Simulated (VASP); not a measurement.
Ga3Se:

```xyz
4
Lattice="3.9085 0.0000 0.0000 0.0000 3.9085 0.0000 0.0000 0.0000 5.6306" Properties=species:S:1:pos:R:3 pbc="T T T"
Ga    0.0000    1.9543    2.8153
Ga    1.9543    0.0000    2.8153
Ga    1.9543    1.9543    0.0000
Se    0.0000    0.0000    0.0000
```

The cell was generated, and may not be a known phase.

- Program: VASP 6.6.1
- Task: relaxation of cell and atoms
- Functional: PBE
- Potentials or basis: VASP PAW PBE potentials, release 64 (Ga_d, Se)
- Cutoff: 600 eV
- k mesh: 4 × 4 × 4
- Occupations: gaussian, width 0.1 eV
- Spin: no spin polarisation

At the start: pressure 0.6 GPa; volume 21.50 Å³/atom.

Where does the relaxation end?

Over 7 steps the energy falls by 32.3 meV/atom and the volume is 21.26 Å³/atom (-1.1 %); space group P4/mmm (No. 123, to 0.1 Å) before and after.

Step by step:
```csv
step,energy change (eV),largest force (eV/Å),pressure (GPa),volume (Å³)
1,0.0000,0.0000,0.62,86.02
2,-0.0662,0.0000,-0.20,87.02
3,-0.1099,0.0000,-1.20,88.25
4,-0.1117,0.0000,-1.32,88.48
5,-0.1283,0.0000,-0.27,85.78
6,-0.1292,0.0000,0.27,84.77
7,-0.1292,0.0000,0.05,85.04
```

Final structure:
```
Ga Se
1.0
     4.05095    0.00000    0.00000
     0.00000    4.05095    0.00000
     0.00000    0.00000    5.18206
Ga Se
3 1
Direct
  0.00000 0.50000 0.50000
  0.50000 0.00000 0.50000
  0.50000 0.50000 0.00000
  0.00000 0.00000 0.00000
```

Caveat: the k points lie up to 0.39 Å⁻¹ apart in the final cell, too coarse for converged energies and pressures of a metal.
